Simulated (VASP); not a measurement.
Wanted: the native input for a VASP 6.6.1 run.

* Task: single point
* Functional: PBE
* Dispersion: D3(BJ)
* Potentials or basis: VASP PAW PBE potentials, release 64 (Pb_d)
* Cutoff: 500 eV
* k mesh: 6 × 6 × 6
* Occupations: gaussian, width 0.1 eV
* Spin: no spin polarisation
* Dipole correction: no
* Further INCAR settings: ALGO = Normal; EDIFF = 1e-06; NBANDS = 13

The structure of Pb lies in POSCAR:

```
Pb
1.0
    0.0000000000      2.4650000000      2.4650000000
    2.4650000000      0.0000000000      2.4650000000
    2.4650000000      2.4650000000      0.0000000000
Pb
1
Direct
    0.0000000000      0.0000000000      0.0000000000
```

One way to write it, as run:

INCAR

```
ALGO = Normal
EDIFF = 1E-6
ENCUT = 500
GGA = PE
GGA_COMPAT = False
ISIF = 2
ISMEAR = 0
IVDW = 12
LASPH = True
LCHARG = False
LREAL = False
LWAVE = False
NBANDS = 13
NELM = 120
PREC = Accurate
SIGMA = 0.1
```

KPOINTS

```
k-points
0
Gamma
  6 6 6
```

Potentials or basis: VASP PAW PBE potentials, release 64 (Pb_d).

The run is started by

```sh
$ cat potpaw_PBE.64/Pb_d/POTCAR > POTCAR
$ mpirun -np 1 vasp_std > vasp.out
```

It gave:

| Quantity | Value |
| --- | --- |
| Pressure | 1.6 GPa |
| Band gap on the k mesh | zero (band 7 reaches 14.94 eV, above the bottom of band 8 at 5.86 eV) |
| Dispersion energy per atom | -0.415 eV |

Caveat: the k points lie up to 0.37 Å⁻¹ apart; spin-orbit coupling is left out, which moves the levels of the heavy elements; pairwise dispersion overbinds metals, which lowers pressure and volume.

Wall time 5.9 s on 1 thread of Intel(R) Xeon(R) Platinum 8488C (Sapphire Rapids), on a shared host, peak memory 0.16 GiB.
